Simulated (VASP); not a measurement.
Here is a VASP 6.6.1 calculation.

File INCAR:

```
SYSTEM = TiSi
PREC     = Accurate       ! precision mode
ENCUT    = 520            ! plane-wave cutoff, eV
EDIFF    = 1E-7           ! SCF threshold, eV
ISMEAR   = 0              ! smearing method
SIGMA    = 0.15           ! smearing width, eV
LREAL    = .FALSE.        ! projectors in reciprocal space
LASPH    = .TRUE.         ! aspherical terms in the spheres
NELM     = 80             ! most SCF steps
ALGO     = Normal         ! electronic algorithm
ISIF     = 2              ! what is computed and relaxed
LWAVE    = .FALSE.        ! write WAVECAR
LCHARG   = .FALSE.        ! write CHGCAR
GGA      = PS             ! functional
NBANDS   = 15             ! bands
```

KPOINTS

```
regular mesh
0
G
  18 18 12
  0 0 0
```

The input POSCAR:

```
TiSi
1.0
    1.7616926600     -2.0540952800      0.0000000000
    1.7616926600      2.0540952800      0.0000000000
    0.0000000000      0.0000000000      3.8039340000
Ti Si
1 1
Direct
    0.5000000000      0.5000000000      0.0000000000
    0.0000000000      0.0000000000      0.5000000000
```

Potentials or basis: VASP PAW PBE potentials, release 64 (Ti_sv, Si).

Command:

```sh
$ cat potpaw_PBE.64/Ti_sv/POTCAR potpaw_PBE.64/Si/POTCAR > POTCAR
$ mpirun -np 1 vasp_std > vasp.out
```

(1) What does it give for the band gap on the k mesh?

(2) Predict the pressure.

## Answers

(1) zero (bands 8 and 9 overlap by 1.85 eV).

(2) 4.0 GPa.

Caveat: the cell differs from its parent crystal (strain -0.030 along x and y, +0.000 along z); the cell stands under pressure; the PAW data sets were made with another functional, which shifts forces and pressure a little.
